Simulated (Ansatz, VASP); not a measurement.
## One calculation of Ca2Sn2N, two programs

```xyz
10
Lattice="3.5446 0.0000 0.0000 -1.7723 3.0697 0.0000 0.0000 0.0000 21.8414" Properties=species:S:1:pos:R:3 pbc="T T T"
Ca    1.7723    1.0232   20.5865
Ca    0.0000    2.0465    1.2548
Ca    1.7723    1.0232   12.1755
Ca    0.0000    2.0465    9.6659
Sn    0.0000    2.0465   14.9671
Sn    0.0000    2.0465   17.7950
Sn    1.7723    1.0232    4.0464
Sn    1.7723    1.0232    6.8743
N     0.0000    0.0000    0.0000
N     0.0000    0.0000   10.9207
```

Alike in both runs: functional PBE; k mesh 5 × 5 × 1; occupations gaussian, width 0.2 eV; no spin polarisation.

Ansatz relaxed the structure, and its values are those at the end. VASP's run is a single point on that final structure, the one shown.

|  | VASP | Ansatz |
| --- | --- | --- |
| version | VASP 6.6.1 | Ansatz 0.2.0 |
| potentials or method | VASP PAW PBE potentials, release 64 (Ca_sv, Sn_d, N), cutoff 520 eV | scalar-relativistic, plane waves, PAW |
| valence electrons in the cell | 106 | 106 |

VASP gave:

* gap on the k mesh at the Fermi level (eV): none
* pressure (GPa): 0.4
* rms of the force components (eV/Å): 0.010

Estimate Ansatz's values.

gap on the k mesh at the Fermi level (eV): none; pressure (GPa): 0.2; rms of the force components (eV/Å): 0.005.

A gap of «none» marks a metal or a gap that the smearing closes.

The k mesh is coarse, so the values compare programs but aren't converged.
